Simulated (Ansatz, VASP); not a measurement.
## CoO: VASP beside Ansatz

```xyz
2
Lattice="0.0000 2.0808 2.0808 2.0808 0.0000 2.0808 2.0808 2.0808 0.0000" Properties=species:S:1:pos:R:3 pbc="T T T"
Co    0.0000    0.0000    0.0000
O     2.0808    2.0808    2.0808
```

Alike in both runs: task single point; functional PBE; k mesh 16 × 16 × 16; occupations gaussian, width 0.1 eV; collinear spin.

|  | VASP | Ansatz |
| --- | --- | --- |
| version | VASP 6.6.1 | Ansatz 0.2.0 |
| potentials or method | VASP PAW PBE potentials, release 64 (Co, O), cutoff 520 eV | scalar-relativistic, plane waves, PAW |
| valence electrons in the cell | 15 | 23 |

Ansatz gave:

- gap on the k mesh at the Fermi level (eV): none
- pressure (GPa): 10.6
- net moment per atom (μB): 1.33
- size of the moment on the site where the two differ most (μB): 2.29

Q: Which values does VASP return?

A: gap on the k mesh at the Fermi level (eV): none; pressure (GPa): 9.8; net moment per atom (μB): 1.31; size of the moment on the site where the two differ most (μB): 2.35.

Site moments also hang on the region over which each program counts them. A gap of «none» marks a metal or a gap that the smearing closes. With one functional, cell and mesh, what is left measures potentials, basis and numerics. VASP's potentials hold 15 valence electrons a cell and Ansatz's 23, so a difference there can come from the potentials and not from the codes.
